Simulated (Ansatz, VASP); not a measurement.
## Cu2BrCl: VASP beside Ansatz

```
CELL_PARAMETERS angstrom
1.89190 1.09229 6.16612
-1.89190 1.09229 6.16612
0.00000 -2.18458 6.16612
ATOMIC_POSITIONS crystal
Br 0.00000 0.00000 0.00000
Cu 0.75160 0.75160 0.75160
Cu 0.24840 0.24840 0.24840
Cl 0.50000 0.50000 0.50000
```

Alike in both runs: task single point; functional PBE; k mesh 8 × 8 × 8; occupations fermi-dirac, width 0.05 eV; no spin polarisation.

|  | VASP | Ansatz |
| --- | --- | --- |
| version | VASP 6.6.1 | Ansatz 0.2.0 |
| potentials or method | VASP PAW PBE potentials, release 64 (Br, Cu, Cl) | Ansatz PAW |
| plane-wave cutoff (eV) | 520 | 420 |
| valence electrons in the cell | 36 | 52 |

```tsv
	VASP	Ansatz	Ansatz less VASP
gap on the k mesh at the Fermi level (eV)	none	none	-
pressure (GPa)	-1.9	-1.9	+0.01
traceless stress, the component that is largest in VASP (GPa)	-0.06	-0.06	0.000
rms of the force components (eV/Å)	0.026	0.026	+0.0006
```

Atom by atom the forces differ by 0.001 eV/Å (rms over components). A gap of «none» marks a metal or a gap that the smearing closes. VASP's potentials hold 36 valence electrons a cell and Ansatz's 52, so a difference there can come from the potentials and not from the codes.
